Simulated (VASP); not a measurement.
# Cd (Fd-3m) in VASP: a series of runs

Cd is run at these levels: PBE; tasks: single point, relaxation of cell and atoms.

All numbers are computed with VASP 6.6.1; they aren't measurements. Logs are shortened: lines on timing, memory, paths and dates and some standing lists are left out, and cuts for length are marked.

### 1 The cell of the first run

Symmetry: Fd-3m, No. 227, cubic system. The conventional cell has a = 6.745 Å, b = 6.745 Å, c = 6.745 Å, α = 90.00°, β = 90.00°, γ = 90.00°. Within 3.8 Å of Cd (site symmetry -43m) lie 4 Cd at 2.92 Å.

This isn't the form of Cd at room conditions, which is hcp.

### 2 Single point, PBE

The input, INCAR:

```
PREC = Accurate ; ENCUT = 500
EDIFF = 1E-6 ; ISMEAR = 0
SIGMA = 0.05 ; LREAL = False
LASPH = True ; NELM = 120
ALGO = Normal ; ISIF = 2
LWAVE = False ; LCHARG = False
GGA = PE ; NBANDS = 19
GGA_COMPAT = False
```

The input, KPOINTS:

```
regular mesh
0
Gamma
  6 6 6
```

The input, POSCAR:

```
Cd
1.0
    0.0000000000      3.3723417255      3.3723417255
    3.3723417255      0.0000000000      3.3723417255
    3.3723417255      3.3723417255      0.0000000000
Cd
2
Direct
    1.0000000000      1.0000000000      1.0000000000
    0.2500000000      0.2500000000      0.2500000000
```

Potentials or basis: VASP PAW PBE potentials, release 64 (Cd).

Run with:

```console
$ cat potpaw_PBE.64/Cd/POTCAR > POTCAR
$ mpirun -np 1 vasp_std > vasp.out
```

OUTCAR:

```text
PREC = Accurate
   ENCUT = 500
   EDIFF = 1E-6
   ISMEAR = 0
   LREAL = False
   LASPH = True
   NELM = 120
   ISIF = 2
   GGA = PE

 ion  position               nearest neighbor table
   1  0.000  0.000  0.000-   2 2.92   2 2.92   2 2.92   2 2.92
   2  0.250  0.250  0.250-   1 2.92   1 2.92   1 2.92   1 2.92

  LATTYP: Found a face centered cubic cell.
 ALAT       =     6.7446834510

  Lattice vectors:

 A1 = (   0.0000000000,   3.3723417255,   3.3723417255)
 A2 = (   3.3723417255,   0.0000000000,   3.3723417255)
 A3 = (   3.3723417255,   3.3723417255,   0.0000000000)

Analysis of symmetry for initial positions (statically):
=====================================================================
 Subroutine PRICEL returns:
 Original cell was already a primitive cell.

 Routine SETGRP: Setting up the symmetry group for a
 face centered cubic supercell.

 Subroutine GETGRP returns: Found 48 space group operations
 (whereof 24 operations were pure point group operations)
 out of a pool of 48 trial point group operations.

The static configuration has the point symmetry T_d .
 The point group associated with its full space group is O_h .

Analysis of symmetry for dynamics (positions and initial velocities):
=====================================================================
 Subroutine PRICEL returns:
 Original cell was already a primitive cell.

 Routine SETGRP: Setting up the symmetry group for a
 face centered cubic supercell.

 Subroutine GETGRP returns: Found 48 space group operations
 (whereof 24 operations were pure point group operations)
 out of a pool of 48 trial point group operations.

The dynamic configuration has the point symmetry T_d .
 The point group associated with its full space group is O_h .

 Subroutine INISYM returns: Found 48 space group operations
 (whereof 24 operations are pure point group operations),
 and found     1 'primitive' translations

----------------------------------------------------------------------------------------

                                     Primitive cell

  volume of cell :      76.7052

  direct lattice vectors                    reciprocal lattice vectors
     0.000000000  3.372341726  3.372341726    -0.148264927  0.148264927  0.148264927
     3.372341726  0.000000000  3.372341726     0.148264927 -0.148264927  0.148264927
     3.372341726  3.372341726  0.000000000     0.148264927  0.148264927 -0.148264927

  length of vectors
     4.769211405  4.769211405  4.769211405     0.256802387  0.256802387  0.256802387

  position of ions in fractional coordinates (direct lattice)
     0.000000000  0.000000000  0.000000000
     0.250000000  0.250000000  0.250000000

  ion indices of the primitive-cell ions
   primitive index   ion index
                 1           1
                 2           2

----------------------------------------------------------------------------------------

 KPOINTS: regular mesh

Automatic generation of k-mesh.
 Grid dimensions read from file:
 generate k-points for:    6    6    6

 Generating k-lattice:

  Cartesian coordinates                     Fractional coordinates (reciprocal lattice)
    -0.024710821  0.024710821  0.024710821     0.166666667  0.000000000  0.000000000
     0.024710821 -0.024710821  0.024710821     0.000000000  0.166666667  0.000000000
     0.024710821  0.024710821 -0.024710821     0.000000000  0.000000000  0.166666667

  Length of vectors
     0.042800398  0.042800398  0.042800398

  Shift w.r.t. Gamma in fractional coordinates (k-lattice)
     0.000000000  0.000000000  0.000000000

 Subroutine IBZKPT returns following result:
 ===========================================

 Found     16 irreducible k-points:

 Following reciprocal coordinates:
            Coordinates               Weight
  0.000000  0.000000  0.000000      1.000000
  0.166667  0.000000  0.000000      8.000000
  0.333333  0.000000  0.000000      8.000000
  0.500000  0.000000  0.000000      4.000000
  0.166667  0.166667  0.000000      6.000000
  0.333333  0.166667  0.000000     24.000000
[... 8 lines left out ...]
 -0.333333  0.333333  0.166667     24.000000
 -0.333333  0.500000  0.166667     12.000000
   k-points           NKPTS =     16   k-points in BZ     NKDIM =     16   number of bands    NBANDS=     19
   number of dos      NEDOS =    301   number of ions     NIONS =      2
   total plane-waves  NPLWV =  46656
   dimension x,y,z NGX =    36 NGY =   36 NGZ =   36
   dimension x,y,z NGXF=    72 NGYF=   72 NGZF=   72
   ions per type =               2
   NGX,Y,Z   is equivalent  to a cutoff of  12.55, 12.55, 12.55 a.u.
   NGXF,Y,Z  is equivalent  to a cutoff of  25.10, 25.10, 25.10 a.u.
 SYSTEM =  unknown system
   PREC   = accura    normal or accurate (medium, high low for compatibility)
   ISTART =      0    job   : 0-new  1-cont  2-samecut
   ICHARG =      2    charge: 1-file 2-atom 10-const
   ISPIN  =      1    spin polarized calculation?
   LNONCOLLINEAR =      F non collinear calculations
   LSORBIT =      F    spin-orbit coupling
   LASPH  =      T    aspherical Exc in radial PAW
   ENCUT  =  500.0 eV  36.75 Ry    6.06 a.u.   8.70  8.70  8.70*2*pi/ulx,y,z
   NELM   =    120;   NELMIN=  2; NELMDL= -5     # of ELM steps
   EDIFF  = 0.1E-05   stopping-criterion for ELM
   LREAL  =      F    real-space projection
   EDIFFG = 0.1E-04   stopping-criterion for IOM
   NSW    =      0    number of steps for IOM
   IBRION =     -1    ionic relax: 0-MD 1-quasi-New 2-CG
   NFREE  =      0    steps in history (QN), initial steepest desc. (CG)
   ISIF   =      2    stress and relaxation
   ISYM   =      2    0-nonsym 1-usesym 2-fastsym
   POTIM  = 0.5000    time-step for ionic-motion
   TEBEG  =    0.0;   TEEND  =   0.0 temperature during run
   PSTRESS=    0.0 pullay stress
   NELECT =      24.0000    total number of electrons
   NUPDOWN=      -1.0000    fix difference up-down
   EMIN   =  10.00;   EMAX   =-10.00  energy-range for DOS
   EFERMI =   0.00;   METHOD = LEGACY
   ISMEAR =     0;   SIGMA  =   0.05  broadening in eV -4-tet -1-fermi 0-gaus
   EFERMI_NEDOS =   21; number of points for ismear=-14 and -15
   IALGO  =     38    algorithm
   IMIX   =      4    mixing-type and parameters
     AMIX     =   0.40;   BMIX     =  1.00
     AMIX_MAG =   1.60;   BMIX_MAG =  1.00
  volume/ion in A,a.u.               =      38.35       258.82
  Fermi-wavevector in a.u.,A,eV,Ry     =   1.111400  2.100241 16.806047  1.235210
  Thomas-Fermi vector in A             =   2.247963
   LORBIT       =      0    0 simple, 1 ext, 2 COOP (PROOUT), +10 PAW based schemes
   GGA     = PE    functional components
   LHFCALC =     F    Hartree Fock is set to
   AEXX    =    0.0000 exact exchange contribution
   IVDW    =     0    specifies the selected vdW correction
   LEPSILON=     F    determine dielectric tensor
   LRPA    =     F    only Hartree local field effects (RPA)
 non-spin polarized calculation
 Gauss-broadening in eV      SIGMA  =   0.05
  energy-cutoff  :      500.00
  volume of cell :       76.71
 maximum number of plane-waves:      1964
   NGX = 17   NGY = 17   NGZ = 17

 number of electron      23.9999985 magnetization

 Free energy of the ion-electron system (eV)
  ---------------------------------------------------
  ext. energy  EPLUGINS =         0.00000000
  ---------------------------------------------------
  free energy    TOTEN  =        -0.83345953 eV

  energy without entropy =       -0.83048029  energy(sigma->0) =       -0.83196991

 E-fermi :   0.0534     XC(G=0):  -7.9802

 val. band max:        0.0421608127   @ k =  -0.3333   0.3333   0.1667
 cond. band min:       0.3254013610   @ k =  -0.3333   0.5000   0.1667
 fundamental gap:      0.2832405483
 Fermi energy:         0.0534264155

 k-point     1 :       0.0000    0.0000    0.0000
  band No.  band energies     occupation
      1      -9.0400      2.00000
      2      -9.0400      2.00000
      3      -9.0400      2.00000
      4      -8.9904      2.00000
      5      -8.9904      2.00000
      6      -8.3902      2.00000
[... 11 lines left out ...]
     18       5.3854      0.00000
     19       6.8290      0.00000

 k-point     2 :       0.1667    0.0000    0.0000
  band No.  band energies     occupation
      1      -9.0823      2.00000
      2      -9.0823      2.00000
      3      -9.0339      2.00000
      4      -8.9274      2.00000
      5      -8.9274      2.00000
      6      -8.4185      2.00000
[... 11 lines left out ...]
     18       6.8835      0.00000
     19       8.0524      0.00000

 k-point     3 :       0.3333    0.0000    0.0000
  band No.  band energies     occupation
      1      -9.0993      2.00000
      2      -9.0993      2.00000
      3      -9.0225      2.00000
      4      -8.8816      2.00000
      5      -8.8816      2.00000
      6      -8.4747      2.00000
[... 11 lines left out ...]
     18       7.3129      0.00000
     19       8.9916      0.00000

 k-point     4 :       0.5000    0.0000    0.0000
  band No.  band energies     occupation
      1      -9.0960      2.00000
      2      -9.0960      2.00000
      3      -9.0169      2.00000
      4      -8.8786      2.00000
      5      -8.8786      2.00000
      6      -8.5028      2.00000
[... 11 lines left out ...]
     18       6.9740      0.00000
     19      10.9739      0.00000

 k-point     5 :       0.1667    0.1667    0.0000
  band No.  band energies     occupation
      1      -9.1030      2.00000
      2      -9.0592      2.00000
      3      -9.0592      2.00000
      4      -8.9396      2.00000
      5      -8.8611      2.00000
      6      -8.5437      2.00000
[... 11 lines left out ...]
     18       7.2106      0.00000
     19       8.0487      0.00000

 k-point     6 :       0.3333    0.1667    0.0000
  band No.  band energies     occupation
      1      -9.1334      2.00000
      2      -9.0824      2.00000
      3      -9.0397      2.00000
      4      -8.8784      2.00000
      5      -8.7899      2.00000
      6      -8.6223      2.00000
[... 11 lines left out ...]
     18       7.7105      0.00000
     19       9.3203      0.00000

 k-point     7 :       0.5000    0.1667    0.0000
  band No.  band energies     occupation
      1      -9.1523      2.00000
      2      -9.1047      2.00000
      3      -8.9865      2.00000
      4      -8.8269      2.00000
      5      -8.8028      2.00000
      6      -8.6031      2.00000
[... 11 lines left out ...]
     18       7.9281      0.00000
     19       9.2289      0.00000

 k-point     8 :      -0.3333    0.1667    0.0000
  band No.  band energies     occupation
      1      -9.1374      2.00000
      2      -9.1281      2.00000
      3      -8.9615      2.00000
      4      -8.8710      2.00000
      5      -8.7934      2.00000
      6      -8.5458      2.00000
[... 11 lines left out ...]
     18       8.4077      0.00000
     19       9.1947      0.00000

 k-point     9 :      -0.1667    0.1667    0.0000
  band No.  band energies     occupation
      1      -9.1257      2.00000
      2      -9.0905      2.00000
      3      -9.0139      2.00000
      4      -8.9099      2.00000
      5      -8.8400      2.00000
      6      -8.4950      2.00000
[... 11 lines left out ...]
     18       6.8348      0.00000
     19       8.2078      0.00000

 k-point    10 :       0.3333    0.3333    0.0000
  band No.  band energies     occupation
      1      -9.0964      2.00000
      2      -9.0939      2.00000
      3      -9.0939      2.00000
      4      -8.8020      2.00000
      5      -8.7817      2.00000
      6      -8.6709      2.00000
[... 11 lines left out ...]
     18       9.4974      0.00000
     19      10.2575      0.00000

 k-point    11 :       0.5000    0.3333    0.0000
  band No.  band energies     occupation
      1      -9.1577      2.00000
      2      -9.1104      2.00000
      3      -9.0003      2.00000
      4      -8.8256      2.00000
      5      -8.7209      2.00000
      6      -8.6166      2.00000
[... 11 lines left out ...]
     18       9.4174      0.00000
     19      11.3898      0.00000

 k-point    12 :      -0.3333    0.3333    0.0000
  band No.  band energies     occupation
      1      -9.1815      2.00000
      2      -9.1281      2.00000
      3      -8.9506      2.00000
      4      -8.7303      2.00000
      5      -8.6984      2.00000
      6      -8.6872      2.00000
[... 11 lines left out ...]
     18       8.4672      0.00000
     19       8.8711      0.00000

 k-point    13 :       0.5000    0.5000    0.0000
  band No.  band energies     occupation
      1      -9.1098      2.00000
      2      -9.1098      2.00000
      3      -8.9845      2.00000
      4      -8.9845      2.00000
      5      -8.6169      2.00000
      6      -8.6169      2.00000
[... 11 lines left out ...]
     18      11.2601      0.00000
     19      12.3824      0.00000

 k-point    14 :       0.5000    0.3333    0.1667
  band No.  band energies     occupation
      1      -9.1459      2.00000
      2      -9.1399      2.00000
      3      -8.9697      2.00000
      4      -8.8193      2.00000
      5      -8.7043      2.00000
      6      -8.7031      2.00000
[... 11 lines left out ...]
     18       9.2591      0.00000
     19      10.1717      0.00000

 k-point    15 :      -0.3333    0.3333    0.1667
  band No.  band energies     occupation
      1      -9.1737      2.00000
      2      -9.1451      2.00000
      3      -8.9195      2.00000
      4      -8.7726      2.00000
      5      -8.6987      2.00000
      6      -8.6893      2.00000
[... 11 lines left out ...]
     18       7.9875      0.00000
     19       9.6608      0.00000

 k-point    16 :      -0.3333    0.5000    0.1667
  band No.  band energies     occupation
      1      -9.1591      2.00000
      2      -9.1591      2.00000
      3      -8.8769      2.00000
      4      -8.8769      2.00000
      5      -8.6409      2.00000
      6      -8.6409      2.00000
[... 11 lines left out ...]
     18       8.4082      0.00000
     19      12.2096      0.00000

------------------------ aborting loop because EDIFF is reached ----------------------------------------

  FORCE on cell =-STRESS in cart. coord.  units (eV):
  Direction    XX          YY          ZZ          XY          YZ          ZX
  --------------------------------------------------------------------------------------
  -------------------------------------------------------------------------------------
  Total        0.0586709      0.0586709      0.0586709      0.0000000     -0.0000000      0.0000000
  in kB        1.2254876      1.2254876      1.2254876      0.0000000     -0.0000000      0.0000000
  external PRESSURE =       1.2254876 kB  Pullay stress =       0.0000000 kB

 VOLUME and BASIS-vectors are now :
 -----------------------------------------------------------------------------
  energy-cutoff  :      500.00
  volume of cell :       76.71
      direct lattice vectors                 reciprocal lattice vectors
     0.000000000  3.372341726  3.372341726    -0.148264927  0.148264927  0.148264927
     3.372341726  0.000000000  3.372341726     0.148264927 -0.148264927  0.148264927
     3.372341726  3.372341726  0.000000000     0.148264927  0.148264927 -0.148264927

 POSITION                                       TOTAL-FORCE (eV/Angst)
 -----------------------------------------------------------------------------------
      0.00000      0.00000      0.00000         0.000000      0.000000      0.000000
      1.68617      1.68617      1.68617        -0.000000     -0.000000     -0.000000
 -----------------------------------------------------------------------------------
    total drift:                                0.000000      0.000000      0.000000

  FREE ENERGIE OF THE ION-ELECTRON SYSTEM (eV)
  ---------------------------------------------------
  free  energy   TOTEN  =        -0.8334595287 eV

  energy  without entropy=       -0.8304802895  energy(sigma->0) =       -0.83196991
```

Wall time 17 s (1 thread of Intel Xeon Platinum 8488C (Sapphire Rapids), shared host); peak memory 0.19 GiB.

What came out:

```
Free energy            : -0.8335 eV
Pressure               : 0.1 GPa
Band gap on the k mesh : zero (bands 12 and 13 overlap by 4.49 eV)
```

### 3 Relaxation of cell and atoms, PBE

This run uses another cell than the first one, of 28.09 Å³/atom.

The input, INCAR:

```
SYSTEM = Cd
PREC     = Accurate       ! precision mode
ENCUT    = 500            ! plane-wave cutoff, eV
EDIFF    = 1E-7           ! SCF threshold, eV
ISMEAR   = 0              ! smearing method
SIGMA    = 0.05           ! smearing width, eV
LREAL    = .False.        ! projectors in reciprocal space
LASPH    = .True.         ! aspherical terms in the spheres
NELM     = 120            ! most SCF steps
ALGO     = Normal         ! electronic algorithm
ISIF     = 3              ! what is computed and relaxed
LWAVE    = .False.        ! write WAVECAR
LCHARG   = .False.        ! write CHGCAR
GGA      = PE             ! functional
IBRION   = 2              ! ionic algorithm
NSW      = 60             ! ionic steps
EDIFFG   = -0.01          ! ionic threshold
GGA_COMPAT= .False.      
NELMIN   = 4
```

The input, KPOINTS:

```
regular mesh
0
Gamma
  6 6 6
  0 0 0
```

The input, POSCAR:

```
Cd
1.0
    0.0000000000      3.0400000000      3.0400000000
    3.0400000000      0.0000000000      3.0400000000
    3.0400000000      3.0400000000      0.0000000000
Cd
2
Direct
    1.0000000000      1.0000000000      1.0000000000
    0.2500000000      0.2500000000      0.2500000000
```

Potentials or basis: VASP PAW PBE potentials, release 64 (Cd).

Run with:

```console
$ cat potpaw_PBE.64/Cd/POTCAR > POTCAR
$ mpirun -np 1 vasp_std > vasp.out
```

Wall time 41 s (1 thread of Intel Xeon Platinum 8488C (Sapphire Rapids), shared host); peak memory 0.18 GiB.

It converged, with:

```
Free energy                           : -0.8063 eV
Relaxed volume                        : 37.64 Å³/atom
Relaxed cell                          : a = 4.740 Å, b = 4.740 Å, c = 4.740 Å, α = 60.00°, β = 60.00°, γ = 60.00°
Space group after relaxing (to 0.1 Å) : Fd-3m (No. 227)
Energy gained by relaxing             : 240.4 meV/atom
Ionic steps                           : 4
Pressure after relaxing               : 0.0 GPa
Band gap on the k mesh                : zero (bands 12 and 13 overlap by 4.59 eV)
```

Step by step:
| step | energy change (eV) | largest force (eV/Å) | pressure (GPa) | volume (Å³) |
| --- | --- | --- | --- | --- |
| 1 | 0.0000 | 0.0000 | 10.59 | 56.19 |
| 2 | -0.4753 | 0.0000 | 0.72 | 72.68 |
| 3 | -0.4794 | 0.0000 | -0.32 | 76.52 |
| 4 | -0.4808 | 0.0000 | -0.02 | 75.29 |

Final structure:
```
CELL_PARAMETERS angstrom
0.00000 3.35145 3.35145
3.35145 0.00000 3.35145
3.35145 3.35145 0.00000
ATOMIC_POSITIONS crystal
Cd 0.00000 0.00000 0.00000
Cd 0.25000 0.25000 0.25000
```

Levels at points of the mesh, in eV from the Fermi level:
```
           k point  band 8  band 9  band 10  band 11  band 12  band 13  band 14  band 15  band 16
(0.00, 0.00, 0.00)   -8.43   -8.29    -8.29    -6.28     4.20     4.20     4.20     4.69     5.41
(0.50, 0.00, 0.00)   -8.47   -8.26    -8.26    -4.25    -2.45     2.67     2.67     4.10     6.17
(0.50, 0.50, 0.00)   -8.52   -8.22    -8.22    -2.91    -2.91     0.95     0.95     3.63     3.63
```

Caveat: the volume moved by over 15 % at a fixed basis, so the end points are rough.
